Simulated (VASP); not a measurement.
MoS2:

```
Mo S
1.0
     1.58550    0.91539    6.11500
    -1.58550    0.91539    6.11500
     0.00000   -1.83078    6.11500
Mo S
1 2
Direct
  0.00000 0.00000 0.00000
  0.25000 0.25000 0.25000
  0.75000 0.75000 0.75000
```

Base run:

* Program: VASP 6.6.1
* Functional: PBEsol
* Potentials or basis: VASP PAW PBE potentials, release 64 (Mo_sv, S)
* Cutoff: 520 eV
* k mesh: 10 × 10 × 10
* Occupations: fermi-dirac, width 0.05 eV
* Spin: no spin polarisation
* Hubbard terms: Mo d U = 4.0 eV

Its results: band gap on the k mesh zero (bands 13 and 14 overlap by 0.68 eV); pressure 5.3 GPa; largest force 0.952 eV/Å.

The run is repeated on the same cell with these changes: hubbard terms from Mo d U = 4.0 eV to Mo d U = 6.0 eV. What comes out?

Band gap on the k mesh zero (bands 13 and 14 overlap by 0.73 eV); pressure 6.6 GPa; largest force 1.050 eV/Å.

Caveats: the cell stands under pressure; the PAW data sets were made with another functional, which shifts forces and pressure a little; U without spin polarisation on a metal has little footing.
